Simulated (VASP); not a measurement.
# C (Fd-3m) in VASP: further runs

C is run at these levels: b88 exchange, pbe correlation; tasks: single point.

All numbers are computed with VASP 6.6.1; they aren't measurements. Logs are shortened: lines on timing, memory, paths and dates and some standing lists are left out, and cuts for length are marked.

## 1. The cell of the first run

It takes space group Fd-3m (No. 227, cubic). The conventional cell has a = 3.519 Å, b = 3.519 Å, c = 3.519 Å, α = 90.00°, β = 90.00°, γ = 90.00°. C (site symmetry -43m) has 4 C at 1.52 Å within 2.0 Å.

## 2. Single point, b88 exchange, pbe correlation

INCAR

```
SYSTEM = C
ALGO = Normal
EDIFF = 1E-6
ENCUT = 600
GGA = LIBXC
GGA_COMPAT = .False.
ISIF = 2
ISMEAR = -1
LASPH = .True.
LCHARG = .False.
LIBXC1 = GGA_X_B88
LIBXC2 = GGA_C_PBE
LREAL = .False.
LWAVE = .False.
NBANDS = 11
NELM = 120
PREC = Accurate
SIGMA = 0.05
```

KPOINTS

```
k-points
0
Gamma
  13 13 13
  0 0 0
```

POSCAR

```
C
1.0
    0.0000000000      1.7592674508      1.7592674508
    1.7592674508      0.0000000000      1.7592674508
    1.7592674508      1.7592674508      0.0000000000
C
2
Direct
    0.7500000000      0.7500000000      0.7500000000
    0.5000000000      0.5000000000      0.5000000000
```

Potentials or basis: VASP PAW PBE potentials, release 64 (C).

On the command line:

```bash
> cat potpaw_PBE.64/C/POTCAR > POTCAR
> mpirun -np 1 vasp_std > vasp.out
```

OUTCAR:

```text
SYSTEM = C
   EDIFF = 1E-6
   ENCUT = 600
   GGA = LIBXC
   ISIF = 2
   ISMEAR = -1
   LASPH = .True.
   LREAL = .False.
   NELM = 120
   PREC = Accurate

 ion  position               nearest neighbor table
   1  0.750  0.750  0.750-   2 1.52   2 1.52   2 1.52   2 1.52
   2  0.500  0.500  0.500-   1 1.52   1 1.52   1 1.52   1 1.52

  LATTYP: Found a face centered cubic cell.
 ALAT       =     3.5185349016

  Lattice vectors:

 A1 = (   0.0000000000,   1.7592674508,   1.7592674508)
 A2 = (   1.7592674508,   0.0000000000,   1.7592674508)
 A3 = (   1.7592674508,   1.7592674508,   0.0000000000)

Analysis of symmetry for initial positions (statically):
=====================================================================
 Subroutine PRICEL returns:
 Original cell was already a primitive cell.

 Routine SETGRP: Setting up the symmetry group for a
 face centered cubic supercell.

 Subroutine GETGRP returns: Found 48 space group operations
 (whereof 24 operations were pure point group operations)
 out of a pool of 48 trial point group operations.

The static configuration has the point symmetry T_d .
 The point group associated with its full space group is O_h .

Analysis of symmetry for dynamics (positions and initial velocities):
=====================================================================
 Subroutine PRICEL returns:
 Original cell was already a primitive cell.

 Routine SETGRP: Setting up the symmetry group for a
 face centered cubic supercell.

 Subroutine GETGRP returns: Found 48 space group operations
 (whereof 24 operations were pure point group operations)
 out of a pool of 48 trial point group operations.

The dynamic configuration has the point symmetry T_d .
 The point group associated with its full space group is O_h .

 Subroutine INISYM returns: Found 48 space group operations
 (whereof 24 operations are pure point group operations),
 and found     1 'primitive' translations

----------------------------------------------------------------------------------------

                                     Primitive cell

  volume of cell :      10.8899

  direct lattice vectors                    reciprocal lattice vectors
     0.000000000  1.759267451  1.759267451    -0.284209203  0.284209203  0.284209203
     1.759267451  0.000000000  1.759267451     0.284209203 -0.284209203  0.284209203
     1.759267451  1.759267451  0.000000000     0.284209203  0.284209203 -0.284209203

  length of vectors
     2.487979889  2.487979889  2.487979889     0.492264780  0.492264780  0.492264780

  position of ions in fractional coordinates (direct lattice)
     0.750000000  0.750000000  0.750000000
     0.500000000  0.500000000  0.500000000

  ion indices of the primitive-cell ions
   primitive index   ion index
                 1           1
                 2           2

----------------------------------------------------------------------------------------

 KPOINTS: k-points

Automatic generation of k-mesh.
 Grid dimensions read from file:
 generate k-points for:   13   13   13

 Generating k-lattice:

  Cartesian coordinates                     Fractional coordinates (reciprocal lattice)
    -0.021862246  0.021862246  0.021862246     0.076923077  0.000000000  0.000000000
     0.021862246 -0.021862246  0.021862246     0.000000000  0.076923077  0.000000000
     0.021862246  0.021862246 -0.021862246     0.000000000  0.000000000  0.076923077

  Length of vectors
     0.037866522  0.037866522  0.037866522

  Shift w.r.t. Gamma in fractional coordinates (k-lattice)
     0.000000000  0.000000000  0.000000000

 Subroutine IBZKPT returns following result:
 ===========================================

 Found     84 irreducible k-points:

 Following reciprocal coordinates:
            Coordinates               Weight
  0.000000  0.000000  0.000000      1.000000
  0.076923  0.000000  0.000000      8.000000
  0.153846  0.000000  0.000000      8.000000
  0.230769  0.000000  0.000000      8.000000
  0.307692  0.000000  0.000000      8.000000
  0.384615  0.000000  0.000000      8.000000
[... 16 lines left out ...]
  0.384615  0.153846  0.000000     24.000000
  0.461538  0.153846  0.000000     24.000000
 [... further k-points ...]
   k-points           NKPTS =     84   k-points in BZ     NKDIM =     84   number of bands    NBANDS=     11
   number of dos      NEDOS =    301   number of ions     NIONS =      2
   total plane-waves  NPLWV =   8000
   dimension x,y,z NGX =    20 NGY =   20 NGZ =   20
   dimension x,y,z NGXF=    40 NGYF=   40 NGZF=   40
   ions per type =               2
   NGX,Y,Z   is equivalent  to a cutoff of  13.36, 13.36, 13.36 a.u.
   NGXF,Y,Z  is equivalent  to a cutoff of  26.73, 26.73, 26.73 a.u.
 SYSTEM =  C
   PREC   = accura    normal or accurate (medium, high low for compatibility)
   ISTART =      0    job   : 0-new  1-cont  2-samecut
   ICHARG =      2    charge: 1-file 2-atom 10-const
   ISPIN  =      1    spin polarized calculation?
   LNONCOLLINEAR =      F non collinear calculations
   LSORBIT =      F    spin-orbit coupling
   LASPH  =      T    aspherical Exc in radial PAW
   ENCUT  =  600.0 eV  44.10 Ry    6.64 a.u.   4.97  4.97  4.97*2*pi/ulx,y,z
   NELM   =    120;   NELMIN=  2; NELMDL= -5     # of ELM steps
   EDIFF  = 0.1E-05   stopping-criterion for ELM
   LREAL  =      F    real-space projection
   EDIFFG = 0.1E-04   stopping-criterion for IOM
   NSW    =      0    number of steps for IOM
   IBRION =     -1    ionic relax: 0-MD 1-quasi-New 2-CG
   NFREE  =      0    steps in history (QN), initial steepest desc. (CG)
   ISIF   =      2    stress and relaxation
   ISYM   =      2    0-nonsym 1-usesym 2-fastsym
   POTIM  = 0.5000    time-step for ionic-motion
   TEBEG  =    0.0;   TEEND  =   0.0 temperature during run
   PSTRESS=    0.0 pullay stress
   NELECT =       8.0000    total number of electrons
   NUPDOWN=      -1.0000    fix difference up-down
   EMIN   =  10.00;   EMAX   =-10.00  energy-range for DOS
   EFERMI =   0.00;   METHOD = LEGACY
   ISMEAR =    -1;   SIGMA  =   0.05  broadening in eV -4-tet -1-fermi 0-gaus
   EFERMI_NEDOS =   21; number of points for ismear=-14 and -15
   IALGO  =     38    algorithm
   IMIX   =      4    mixing-type and parameters
     AMIX     =   0.40;   BMIX     =  1.00
     AMIX_MAG =   1.60;   BMIX_MAG =  1.00
  volume/ion in A,a.u.               =       5.44        36.74
  Fermi-wavevector in a.u.,A,eV,Ry     =   1.477167  2.791441 29.688220  2.182023
  Thomas-Fermi vector in A             =   2.591604
   LORBIT       =      0    0 simple, 1 ext, 2 COOP (PROOUT), +10 PAW based schemes
   GGA     = LIBXC    functional components
   LHFCALC =     F    Hartree Fock is set to
   AEXX    =    0.0000 exact exchange contribution
   IVDW    =     0    specifies the selected vdW correction
   LEPSILON=     F    determine dielectric tensor
   LRPA    =     F    only Hartree local field effects (RPA)
 non-spin polarized calculation
  energy-cutoff  :      600.00
  volume of cell :       10.89
 maximum number of plane-waves:       373
   NGX =  9   NGY =  9   NGZ =  9

 number of electron       7.9999999 magnetization

 Free energy of the ion-electron system (eV)
  ---------------------------------------------------
  ext. energy  EPLUGINS =         0.00000000
  ---------------------------------------------------
  free energy    TOTEN  =       -17.82912428 eV

  energy without entropy =      -17.82912428  energy(sigma->0) =      -17.82912428

 E-fermi :  11.1984     XC(G=0): -13.4824

 val. band max:       10.2936303722   @ k =   0.0000   0.0000   0.0000
 cond. band min:      14.5309712697   @ k =   0.3846   0.3846   0.0000
 fundamental gap:      4.2373408975
 Fermi energy:        11.1984218392

 k-point     1 :       0.0000    0.0000    0.0000
  band No.  band energies     occupation
      1     -11.7363      2.00000
      2      10.2936      2.00000
      3      10.2936      2.00000
      4      10.2936      2.00000
      5      16.0171      0.00000
      6      16.0171      0.00000
      7      16.0171      0.00000
      8      24.5512      0.00000
      9      30.0913      0.00000
     10      37.3149      0.00000
     11      37.3149      0.00000

 k-point     2 :       0.0769    0.0000    0.0000
  band No.  band energies     occupation
      1     -11.5678      2.00000
      2       9.1948      2.00000
      3      10.0030      2.00000
      4      10.0030      2.00000
      5      16.3981      0.00000
      6      16.3981      0.00000
      7      16.6844      0.00000
      8      24.6662      0.00000
      9      30.3722      0.00000
     10      35.2720      0.00000
     11      35.2720      0.00000

 k-point     3 :       0.1538    0.0000    0.0000
  band No.  band energies     occupation
      1     -11.0641      2.00000
      2       6.8606      2.00000
      3       9.3494      2.00000
      4       9.3494      2.00000
      5      17.2579      0.00000
      6      17.2579      0.00000
      7      17.7942      0.00000
      8      24.9959      0.00000
      9      30.9948      0.00000
     10      33.6367      0.00000
     11      33.6367      0.00000

 k-point     4 :       0.2308    0.0000    0.0000
  band No.  band energies     occupation
      1     -10.2303      2.00000
      2       4.1872      2.00000
      3       8.6438      2.00000
      4       8.6438      2.00000
      5      18.1194      0.00000
      6      18.1194      0.00000
      7      18.6564      0.00000
      8      25.4691      0.00000
      9      31.4698      0.00000
     10      33.0192      0.00000
     11      33.0192      0.00000
[... 239 lines left out ...]
 k-point    22 :       0.3077    0.1538    0.0000
  band No.  band energies     occupation
      1      -9.2933      2.00000
      2       3.5294      2.00000
      3       6.5843      2.00000
      4       7.2526      2.00000
      5      16.4153      0.00000
      6      21.0492      0.00000
      7      21.0640      0.00000
      8      22.7534      0.00000
      9      31.5653      0.00000
     10      32.4067      0.00000
     11      37.3978      0.00000

 k-point    23 :       0.3846    0.1538    0.0000
  band No.  band energies     occupation
      1      -8.0522      2.00000
      2       1.0426      2.00000
      3       6.2797      2.00000
      4       6.4566      2.00000
      5      17.1135      0.00000
      6      21.3227      0.00000
      7      21.4884      0.00000
      8      23.3065      0.00000
      9      32.0397      0.00000
     10      32.9364      0.00000
     11      37.8278      0.00000

 k-point    24 :       0.4615    0.1538    0.0000
  band No.  band energies     occupation
      1      -6.5629      2.00000
      2      -1.2764      2.00000
      3       5.7341      2.00000
      4       6.2414      2.00000
      5      17.5452      0.00000
      6      21.1745      0.00000
      7      21.7017      0.00000
      8      24.6089      0.00000
      9      31.3937      0.00000
     10      34.3301      0.00000
     11      37.9685      0.00000

 [... further k-points ...]
[... 5 lines left out ...]
  --------------------------------------------------------------------------------------
  -------------------------------------------------------------------------------------
  Total        1.4695793      1.4695793      1.4695793     -0.0000000      0.0000000     -0.0000000
  in kB      216.2111082    216.2111082    216.2111082     -0.0000000      0.0000000     -0.0000000
  external PRESSURE =     216.2111082 kB  Pullay stress =       0.0000000 kB

 VOLUME and BASIS-vectors are now :
 -----------------------------------------------------------------------------
  energy-cutoff  :      600.00
  volume of cell :       10.89
      direct lattice vectors                 reciprocal lattice vectors
     0.000000000  1.759267451  1.759267451    -0.284209203  0.284209203  0.284209203
     1.759267451  0.000000000  1.759267451     0.284209203 -0.284209203  0.284209203
     1.759267451  1.759267451  0.000000000     0.284209203  0.284209203 -0.284209203

 POSITION                                       TOTAL-FORCE (eV/Angst)
 -----------------------------------------------------------------------------------
      2.63890      2.63890      2.63890        -0.000000     -0.000000     -0.000000
      1.75927      1.75927      1.75927         0.000000      0.000000      0.000000
 -----------------------------------------------------------------------------------
    total drift:                                0.000000     -0.000000      0.000000

  FREE ENERGIE OF THE ION-ELECTRON SYSTEM (eV)
  ---------------------------------------------------
  free  energy   TOTEN  =       -17.8291242848 eV

  energy  without entropy=      -17.8291242847  energy(sigma->0) =      -17.82912428
```

Wall time 7.5 s (1 thread of Intel Xeon Platinum 8488C (Sapphire Rapids), shared host); peak memory 0.12 GiB.

What came out:

```yaml
Free_energy: -17.8291 eV
Pressure: 21.6 GPa
Band_gap_on_the_k_mesh: 4.24 eV (least direct gap 5.72 eV)
```

Caveat: the cell stands under pressure; the PAW data sets were made with another functional, which shifts forces and pressure a little; an odd mesh through Γ misses points on the zone boundary, where band edges can lie.

## 3. Single point, b88 exchange, pbe correlation

This run uses another cell than the first one, of 5.56 Å³/atom.

INCAR

```
SYSTEM = C
PREC     = Accurate       ! precision mode
ENCUT    = 600            ! plane-wave cutoff, eV
EDIFF    = 1E-6           ! SCF threshold, eV
ISMEAR   = -1             ! smearing method
SIGMA    = 0.05           ! smearing width, eV
LREAL    = .False.        ! projectors in reciprocal space
LASPH    = .True.         ! aspherical terms in the spheres
NELM     = 120            ! most SCF steps
ALGO     = Normal         ! electronic algorithm
ISIF     = 2              ! what is computed and relaxed
LWAVE    = .False.        ! write WAVECAR
LCHARG   = .False.        ! write CHGCAR
GGA      = LIBXC          ! functional
LIBXC1   = GGA_X_B88    
LIBXC2   = GGA_C_PBE    
NBANDS   = 11             ! bands
GGA_COMPAT= .False.
```

KPOINTS

```
Automatic mesh
0
Gamma
  13 13 13
  0 0 0
```

POSCAR

```
C
1.0
    0.0000000000      1.7714007132      1.7714007132
    1.7714007132      0.0000000000      1.7714007132
    1.7714007132      1.7714007132      0.0000000000
C
2
Direct
    0.7500000000      0.7500000000      0.7500000000
    0.5000000000      0.5000000000      0.5000000000
```

Potentials or basis: VASP PAW PBE potentials, release 64 (C).

On the command line:

```bash
> cat potpaw_PBE.64/C/POTCAR > POTCAR
> mpirun -np 1 vasp_std > vasp.out
```

Run time: 8.1 s. Hardware: 1 thread of Intel Xeon Platinum 8488C (Sapphire Rapids), shared host; peak memory 0.12 GiB.

The run converged. Its results:

```
Free energy            : -17.8535 eV
Pressure               : 11.4 GPa
Band gap on the k mesh : 4.19 eV (least direct gap 5.67 eV)
```

Levels at points of the mesh, in eV from the valence-band top:
```
           k point  band 2  band 3  band 4  band 5  band 6  band 7
(0.00, 0.00, 0.00)    0.00    0.00    0.00    5.67    5.67    5.67
```

Caveat: the cell stands under pressure; the PAW data sets were made with another functional, which shifts forces and pressure a little; an odd mesh through Γ misses points on the zone boundary, where band edges can lie.
